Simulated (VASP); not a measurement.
# HgTe in VASP: notebook

Aim: see how the results for HgTe move with the level of theory and the settings. Levels: HSE06, r2SCAN. Tasks: single point.

Program: VASP 6.6.1. These are calculated values, not measurements. Logs are shortened: lines on timing, memory, paths and dates and some standing lists are left out, and cuts for length are marked.

## 1. The cell of the first run

Symmetry: I-4m2, No. 119, tetragonal system. Conventional cell: a = 4.559 Å, b = 4.559 Å, c = 6.754 Å, α = 90.00°, β = 90.00°, γ = 90.00°. Within 3.7 Å of Hg (site symmetry -4m2) lie 4 Te at 2.84 Å. Within 3.7 Å of Te (site symmetry -4m2) lie 4 Hg at 2.84 Å.

## 2. Single point, HSE06 (epitaxial xy strain -2.0%)

The input, POSCAR:

```
HgTe
1.0
    0.0000000000      3.2233747286      3.3768582955
    3.2233747286      0.0000000000      3.3768582955
    3.2233747286      3.2233747286      0.0000000000
Hg Te
1 1
Direct
    0.0000000000      0.0000000000      0.0000000000
    0.2500000000      0.2500000000      0.2500000000
```

The input, INCAR.step1:

```
SYSTEM = HgTe
ALGO     = Normal         ! electronic algorithm
EDIFF    = 1E-5           ! SCF threshold, eV
ENCUT    = 520            ! plane-wave cutoff, eV
GGA      = PE             ! functional
ISIF     = 2              ! what is computed and relaxed
ISMEAR   = -1             ! smearing method
LASPH    = .TRUE.         ! aspherical terms in the spheres
LCHARG   = .FALSE.        ! write CHGCAR
LREAL    = .FALSE.        ! projectors in reciprocal space
LWAVE    = .TRUE.         ! write WAVECAR
NBANDS   = 16             ! bands
NELM     = 100            ! most SCF steps
PREC     = Accurate       ! precision mode
SIGMA    = 0.02           ! smearing width, eV
```

The input, INCAR.step2:

```
SYSTEM = HgTe
ALGO     = Normal         ! electronic algorithm
EDIFF    = 1E-6           ! SCF threshold, eV
ENCUT    = 520            ! plane-wave cutoff, eV
GGA      = PE             ! functional
HFSCREEN = 0.2079         ! screening, 1/A
ISIF     = 2              ! what is computed and relaxed
ISMEAR   = -1             ! smearing method
ISTART   = 1            
LASPH    = .TRUE.         ! aspherical terms in the spheres
LCHARG   = .FALSE.        ! write CHGCAR
LHFCALC  = .TRUE.         ! exact exchange
LREAL    = .FALSE.        ! projectors in reciprocal space
LWAVE    = .FALSE.        ! write WAVECAR
NBANDS   = 16             ! bands
NELM     = 100            ! most SCF steps
PREC     = Accurate       ! precision mode
PRECFOCK = Normal       
SIGMA    = 0.02           ! smearing width, eV
```

The input, KPOINTS:

```
k-points
0
G
  4 4 4
  0 0 0
```

Potentials or basis: VASP PAW PBE potentials, release 64 (Hg, Te).

The run is started by

```console
$ cat potpaw_PBE.64/Hg/POTCAR potpaw_PBE.64/Te/POTCAR > POTCAR
$ cp INCAR.step1 INCAR
$ mpirun -np 1 vasp_std > vasp.out
$ cp INCAR.step2 INCAR
$ mpirun -np 1 vasp_std > vasp.out
```

OUTCAR:

```text
SYSTEM = HgTe
   EDIFF = 1E-6
   ENCUT = 520
   GGA = PE
   HFSCREEN = 0.2079
   ISIF = 2
   ISMEAR = -1
   ISTART = 1
   LASPH = .TRUE.
   LHFCALC = .TRUE.
   LREAL = .FALSE.
   NELM = 100
   PREC = Accurate
   PRECFOCK = Normal

 ion  position               nearest neighbor table
   1  0.000  0.000  0.000-   2 2.84   2 2.84   2 2.84   2 2.84
   2  0.250  0.250  0.250-   1 2.84   1 2.84   1 2.84   1 2.84

  LATTYP: Found a body centered tetragonal cell.
 ALAT       =     4.5585402578
 C/A-ratio  =     1.4815524727

  Lattice vectors:

 A1 = (  -3.2233747286,   0.0000000000,   3.3768582955)
 A2 = (   3.2233747286,   0.0000000000,   3.3768582955)
 A3 = (   0.0000000000,   3.2233747286,  -3.3768582955)

Analysis of symmetry for initial positions (statically):
=====================================================================
 Subroutine PRICEL returns:
 Original cell was already a primitive cell.

 Routine SETGRP: Setting up the symmetry group for a
 body centered tetragonal supercell.

 Subroutine GETGRP returns: Found  8 space group operations
 (whereof  8 operations were pure point group operations)
 out of a pool of 16 trial point group operations.

The static configuration has the point symmetry D_2d.

Analysis of symmetry for dynamics (positions and initial velocities):
=====================================================================
 Subroutine PRICEL returns:
 Original cell was already a primitive cell.

 Routine SETGRP: Setting up the symmetry group for a
 body centered tetragonal supercell.

 Subroutine GETGRP returns: Found  8 space group operations
 (whereof  8 operations were pure point group operations)
 out of a pool of 16 trial point group operations.

The dynamic configuration has the point symmetry D_2d.

 Subroutine INISYM returns: Found  8 space group operations
 (whereof  8 operations are pure point group operations),
 and found     1 'primitive' translations

----------------------------------------------------------------------------------------

                                     Primitive cell

  volume of cell :      70.1721

  direct lattice vectors                    reciprocal lattice vectors
     0.000000000  3.223374729  3.376858295    -0.155116932  0.155116932  0.148066622
[... 78 lines left out ...]
   IBRION =     -1    ionic relax: 0-MD 1-quasi-New 2-CG
   NFREE  =      0    steps in history (QN), initial steepest desc. (CG)
   ISIF   =      2    stress and relaxation
   ISYM   =      3    0-nonsym 1-usesym 2-fastsym
   POTIM  = 0.5000    time-step for ionic-motion
   TEBEG  =    0.0;   TEEND  =   0.0 temperature during run
   PSTRESS=    0.0 pullay stress
   NELECT =      18.0000    total number of electrons
   NUPDOWN=      -1.0000    fix difference up-down
   EMIN   =  10.00;   EMAX   =-10.00  energy-range for DOS
   EFERMI =   0.00;   METHOD = LEGACY
   ISMEAR =    -1;   SIGMA  =   0.02  broadening in eV -4-tet -1-fermi 0-gaus
   EFERMI_NEDOS =   21; number of points for ismear=-14 and -15
   IALGO  =     38    algorithm
   IMIX   =      1    mixing-type and parameters
     AMIX     =   0.40;   BMIX     =  1.00
     AMIX_MAG =   1.60;   BMIX_MAG =  1.00
  volume/ion in A,a.u.               =      35.09       236.77
  Fermi-wavevector in a.u.,A,eV,Ry     =   1.040186  1.965666 14.721316  1.081986
  Thomas-Fermi vector in A             =   2.174750
   LORBIT       =      0    0 simple, 1 ext, 2 COOP (PROOUT), +10 PAW based schemes
   GGA     = PE    functional components
   LHFCALC =     T    Hartree Fock is set to
   PRECFOCK=normal    Normal, Fast or Accurate (Low or Medium for compatibility)
   ENCUT4O =  -1.0   cutoff for four orbital integrals eV
   NKREDX  =     1    reduce k-point grid by
   NKREDY  =     1    reduce k-point grid by
   NKREDZ  =     1    reduce k-point grid by
   AEXX    =    0.2500 exact exchange contribution
   HFSCREEN=    0.2079 screening length (either q_TF or 0.3 A-1)
   HFSCREENC=   0.2079 screening length for correlation (either q_TF or 0.3 A-1)
   ENCUTFOCK=  -1.0 apply spherical cutoff to Coloumb kernel
   IVDW    =     0    specifies the selected vdW correction
   LEPSILON=     F    determine dielectric tensor
   LRPA    =     F    only Hartree local field effects (RPA)
 non-spin polarized calculation
  energy-cutoff  :      520.00
  volume of cell :       70.17
 maximum number of plane-waves:      1898
 NGX is ok and might be reduce to    36
  NGX = 28; NGY = 28; NGZ = 28

 number of electron      18.0000003 magnetization

 Free energy of the ion-electron system (eV)
  ---------------------------------------------------
  ext. energy  EPLUGINS =         0.00000000
  ---------------------------------------------------
  free energy    TOTEN  =        -4.66156622 eV

  energy without entropy =       -4.66069952  energy(sigma->0) =       -4.66113287

 E-fermi :   2.3171     XC(G=0):  -7.1505

 val. band max:        2.3170782124   @ k =   0.0000   0.0000   0.0000
 cond. band min:       2.3170815928   @ k =   0.0000   0.0000   0.0000
 fundamental gap:      0.0000033804
 Fermi energy:         2.3170813966

 k-point     1 :       0.0000    0.0000    0.0000
  band No.  band energies     occupation
      1     -10.4786      2.00000
      2      -5.9940      2.00000
      3      -5.9835      2.00000
      4      -5.9835      2.00000
      5      -5.5146      2.00000
      6      -5.4890      2.00000
[... 224 lines left out ...]
      3      -5.7414      2.00000
      4      -5.5441      2.00000
      5      -5.5392      2.00000
      6      -4.8571      2.00000
[... 8 lines left out ...]
     15      14.4859      0.00000
     16      14.5942      0.00000

------------------------ aborting loop because EDIFF is reached ----------------------------------------

  FORCE on cell =-STRESS in cart. coord.  units (eV):
  Direction    XX          YY          ZZ          XY          YZ          ZX
  --------------------------------------------------------------------------------------
  -------------------------------------------------------------------------------------
  Total        0.3842737      0.3842737      0.0532276      0.0000000      0.0000000     -0.0000000
  in kB        8.7737810      8.7737810      1.2152981      0.0000000      0.0000000     -0.0000000
  external PRESSURE =       6.2542867 kB  Pullay stress =       0.0000000 kB

 VOLUME and BASIS-vectors are now :
 -----------------------------------------------------------------------------
  energy-cutoff  :      520.00
  volume of cell :       70.17
      direct lattice vectors                 reciprocal lattice vectors
     0.000000000  3.223374729  3.376858295    -0.155116932  0.155116932  0.148066622
     3.223374729  0.000000000  3.376858295     0.155116932 -0.155116932  0.148066622
     3.223374729  3.223374729  0.000000000     0.155116932  0.155116932 -0.148066622

 POSITION                                       TOTAL-FORCE (eV/Angst)
 -----------------------------------------------------------------------------------
      0.00000      0.00000      0.00000        -0.000000     -0.000000      0.000000
      1.61169      1.61169      1.68843         0.000000      0.000000     -0.000000
 -----------------------------------------------------------------------------------
    total drift:                               -0.000000     -0.000000     -0.000008

  FREE ENERGIE OF THE ION-ELECTRON SYSTEM (eV)
  ---------------------------------------------------
  free  energy   TOTEN  =        -4.6615662200 eV

  energy  without entropy=       -4.6606995233  energy(sigma->0) =       -4.66113287
```

OUTCAR.step1:

```text
SYSTEM = HgTe
   EDIFF = 1E-5
   ENCUT = 520
   GGA = PE
   ISIF = 2
   ISMEAR = -1
   LASPH = .TRUE.
[... 455 lines left out ...]
      0.00000      0.00000      0.00000         0.000000      0.000000      0.000000
      1.61169      1.61169      1.68843        -0.000000      0.000000     -0.000000
 -----------------------------------------------------------------------------------
    total drift:                               -0.000000     -0.000000      0.000000

  FREE ENERGIE OF THE ION-ELECTRON SYSTEM (eV)
  ---------------------------------------------------
  free  energy   TOTEN  =        -3.5423292150 eV

  energy  without entropy=       -3.5414613134  energy(sigma->0) =       -3.54189526
```

OSZICAR.step1:

```text
N       E                     dE             d eps       ncg     rms          rms(c)
DAV:   1     0.106279478184E+03    0.10628E+03   -0.83045E+03   416   0.985E+02
DAV:   2     0.416824816296E-01   -0.10624E+03   -0.98701E+02   464   0.223E+02
DAV:   3    -0.372491195405E+01   -0.37666E+01   -0.37564E+01   544   0.445E+01
DAV:   4    -0.376011369309E+01   -0.35202E-01   -0.35196E-01   584   0.385E+00
DAV:   5    -0.376020499919E+01   -0.91306E-04   -0.91305E-04   584   0.188E-01    0.703E+00
DAV:   6    -0.355016026027E+01    0.21004E+00   -0.41242E-01   504   0.832E+00    0.558E+00
DAV:   7    -0.354259816458E+01    0.75621E-02   -0.99210E-02   472   0.211E+00    0.216E+00
DAV:   8    -0.354220468308E+01    0.39348E-03   -0.10517E-02   472   0.115E+00    0.483E-01
DAV:   9    -0.354226996105E+01   -0.65278E-04   -0.77237E-04   512   0.320E-01    0.113E-01
DAV:  10    -0.354231138394E+01   -0.41423E-04   -0.10022E-04   488   0.856E-02    0.453E-02
DAV:  11    -0.354233073483E+01   -0.19351E-04   -0.36559E-05   456   0.418E-02    0.296E-02
DAV:  12    -0.354232921504E+01    0.15198E-05   -0.38154E-06   376   0.145E-02
   1 F= -.35423292E+01 E0= -.35418953E+01  d E =-.867902E-03
```

Run time: 16 min. Hardware: 1 thread of Intel Xeon Platinum 8375C at 2.90GHz (Ice Lake), shared host; peak memory 0.32 GiB.

What came out:

| Quantity | Value |
| --- | --- |
| Free energy | -4.6616 eV |
| Pressure | 0.6 GPa |
| Band gap on the k mesh | zero (filled and empty bands touch) |

Stress tensor (GPa, compression positive):
```
0.88 0.00 0.00
0.00 0.88 0.00
0.00 0.00 0.12
```

Levels at points of the mesh, in eV from the Fermi level:
```csv
k point,band 7,band 8,band 9,band 10,band 11,band 12
"(0.00, 0.00, 0.00)",-0.29,-0.20,0.00,0.00,5.00,5.00
"(0.50, 0.00, 0.00)",-5.68,-1.17,-0.94,1.28,5.68,5.93
"(0.50, 0.50, 0.00)",-5.85,-2.22,-2.22,2.77,3.25,8.82
"(0.50, 0.00, 0.50)",-5.61,-2.47,-2.35,2.42,3.05,9.11
```

Caveat: the k points lie up to 0.42 Å⁻¹ apart; the cell differs from its parent crystal (epitaxial xy strain -2.0%); the PAW data sets were made with another functional, which shifts forces and pressure a little; spin-orbit coupling is left out, which moves the levels of the heavy elements.

## 3. Single point, HSE06 (epitaxial xy strain -1.0%)

The input, POSCAR:

```
HgTe
1.0
    0.0000000000      3.2562663074      3.3330735535
    3.2562663074      0.0000000000      3.3330735535
    3.2562663074      3.2562663074      0.0000000000
Hg Te
1 1
Direct
    0.0000000000      0.0000000000      0.0000000000
    0.2500000000      0.2500000000      0.2500000000
```

The input, INCAR.step1:

```
SYSTEM = HgTe
PREC     = Accurate       ! precision mode
ENCUT    = 520            ! plane-wave cutoff, eV
EDIFF    = 1E-5           ! SCF threshold, eV
ISMEAR   = -1             ! smearing method
SIGMA    = 0.02           ! smearing width, eV
LREAL    = .FALSE.        ! projectors in reciprocal space
LASPH    = .TRUE.         ! aspherical terms in the spheres
NELM     = 100            ! most SCF steps
ALGO     = Normal         ! electronic algorithm
ISIF     = 2              ! what is computed and relaxed
LWAVE    = .TRUE.         ! write WAVECAR
LCHARG   = .FALSE.        ! write CHGCAR
NBANDS   = 16             ! bands
GGA      = PE             ! functional
```

The input, INCAR.step2:

```
SYSTEM = HgTe
PREC     = Accurate       ! precision mode
ENCUT    = 520            ! plane-wave cutoff, eV
EDIFF    = 1E-6           ! SCF threshold, eV
ISMEAR   = -1             ! smearing method
SIGMA    = 0.02           ! smearing width, eV
LREAL    = .FALSE.        ! projectors in reciprocal space
LASPH    = .TRUE.         ! aspherical terms in the spheres
NELM     = 100            ! most SCF steps
ALGO     = Normal         ! electronic algorithm
ISIF     = 2              ! what is computed and relaxed
LWAVE    = .FALSE.        ! write WAVECAR
LCHARG   = .FALSE.        ! write CHGCAR
GGA      = PE             ! functional
LHFCALC  = .TRUE.         ! exact exchange
HFSCREEN = 0.2079         ! screening, 1/A
PRECFOCK = Normal       
NBANDS   = 16             ! bands
ISTART   = 1
```

The input, KPOINTS:

```
regular mesh
0
G
  4 4 4
  0 0 0
```

Potentials or basis: VASP PAW PBE potentials, release 64 (Hg, Te).

The run is started by

```console
$ cat potpaw_PBE.64/Hg/POTCAR potpaw_PBE.64/Te/POTCAR > POTCAR
$ cp INCAR.step1 INCAR
$ mpirun -np 1 vasp_std > vasp.out
$ cp INCAR.step2 INCAR
$ mpirun -np 1 vasp_std > vasp.out
```

It took 15 min on 1 thread of Intel Xeon Platinum 8375C at 2.90GHz (Ice Lake), shared host; peak memory 0.33 GiB.

The run converged. Its results:

```yaml
Free_energy: -4.6669 eV
Pressure: 0.3 GPa
Band_gap_on_the_k_mesh: zero (filled and empty bands touch)
```

Stress tensor (GPa, compression positive):
```
0.45 0.00 0.00
0.00 0.45 0.00
0.00 0.00 0.14
```

Levels at points of the mesh, in eV from the Fermi level:
| k point | band 6 | band 7 | band 8 | band 9 | band 10 | band 11 | band 12 | band 13 |
| --- | --- | --- | --- | --- | --- | --- | --- | --- |
| (0.00, 0.00, 0.00) | -7.76 | -0.28 | -0.11 | 0.00 | 0.00 | 5.03 | 5.03 | 5.04 |
| (0.50, 0.00, 0.00) | -7.43 | -5.61 | -1.08 | -0.96 | 1.31 | 5.77 | 5.89 | 7.66 |
| (0.50, 0.50, 0.00) | -7.31 | -5.70 | -2.23 | -2.23 | 2.68 | 3.22 | 8.93 | 9.78 |
| (0.50, 0.00, 0.50) | -7.27 | -5.59 | -2.35 | -2.30 | 2.51 | 3.13 | 9.08 | 9.70 |

Caveat: the k points lie up to 0.41 Å⁻¹ apart; the cell differs from its parent crystal (epitaxial xy strain -1.0%); the PAW data sets were made with another functional, which shifts forces and pressure a little; spin-orbit coupling is left out, which moves the levels of the heavy elements.

## 4. Single point, r2SCAN

This run uses another cell than the first one, of 35.58 Å³/atom.

The input, POSCAR:

```
HgTe
1.0
    0.0000000000      3.2891578863      3.2891578863
    3.2891578863      0.0000000000      3.2891578863
    3.2891578863      3.2891578863      0.0000000000
Hg Te
1 1
Direct
    0.0000000000      0.0000000000      0.0000000000
    0.2500000000      0.2500000000      0.2500000000
```

The input, INCAR.step1:

```
SYSTEM = HgTe
  PREC = Accurate
  ENCUT = 520
  ISMEAR = -1
  SIGMA = 0.02
  LREAL = .False.
  LASPH = .True.
  NELM = 80
  NBANDS = 16
  GGA = PE
  ALGO = Normal
  EDIFF = 1E-4
  LWAVE = .True.
  LCHARG = .False.
```

The input, INCAR.step2:

```
SYSTEM = HgTe
  PREC = Accurate
  ENCUT = 520
  EDIFF = 1E-7
  ISMEAR = -1
  SIGMA = 0.02
  LREAL = .False.
  LASPH = .True.
  NELM = 80
  ALGO = Normal
  ISIF = 2
  LWAVE = .False.
  LCHARG = .False.
  METAGGA = R2SCAN
  LMIXTAU = .True.
  NBANDS = 16
  ISTART = 1
```

The input, KPOINTS:

```
regular mesh
0
Gamma
  6 6 6
  0 0 0
```

The run is started by

```console
$ cat potpaw_PBE.64/Hg/POTCAR potpaw_PBE.64/Te/POTCAR > POTCAR
$ cp INCAR.step1 INCAR
$ mpirun -np 1 vasp_std > vasp.out
$ cp INCAR.step2 INCAR
$ mpirun -np 1 vasp_std > vasp.out
```

Run time: 61 s. Hardware: 1 thread of Intel Xeon Platinum 8559C (Emerald Rapids), shared host; peak memory 0.22 GiB.

Results (log left out):

- Free energy: -75.1541 eV
- Pressure: 0.0 GPa
- Band gap on the k mesh: zero (filled and empty bands touch)

Levels at points of the mesh, in eV from the Fermi level:
```
           k point  band 6  band 7  band 8  band 9  band 10  band 11  band 12  band 13
(0.00, 0.00, 0.00)   -6.85   -0.57   -0.01   -0.01    -0.01     4.65     4.65     4.65
(0.50, 0.00, 0.00)   -6.56   -5.31   -0.93   -0.93     0.93     5.41     5.41     7.13
(0.50, 0.50, 0.00)   -6.42   -5.31   -2.14   -2.14     2.08     2.85     8.49     9.21
```

Caveat: semilocal functionals underestimate gaps, so a narrow gap can read as zero; the PAW data sets were made with another functional, which shifts forces and pressure a little; spin-orbit coupling is left out, which moves the levels of the heavy elements.

## 5. Summary

| level | cell | k mesh | grid for exact exchange (PRECFOCK) | share of exact exchange | screening parameter | gap on the mesh (eV) | pressure (GPa) |
| --- | --- | --- | --- | --- | --- | --- | --- |
| HSE06 | a = 4.668, b = 4.668, c = 4.559 Å, angles 60.8, 60.8, 58.5°, 2 atoms | 4 × 4 × 4 | Normal | 0.25 | 0.2079 1/Å | none | 0.6 |
| HSE06 | a = 4.660, b = 4.660, c = 4.605 Å, angles 60.4, 60.4, 59.2°, 2 atoms | 4 × 4 × 4 | Normal | 0.25 | 0.2079 1/Å | none | 0.3 |
| r2SCAN | a = 4.652 Å, angles 60.0°, 2 atoms | 6 × 6 × 6 | - | - | - | none | 0.0 |

Alike in all rows: task single point; potentials or basis VASP PAW PBE potentials, release 64 (Hg, Te); no spin polarisation; cutoff (eV) 520; smearing fermi-dirac 0.02 eV.

Caveats: some runs use coarse meshes; the PAW data sets were made with another functional, which shifts forces and pressure a little; spin-orbit coupling is left out, which moves the levels of the heavy elements; semilocal functionals underestimate gaps, so a narrow gap can read as zero (at least some runs).

Total energies depend on the potentials used, so only differences within one code and one set of settings carry meaning.
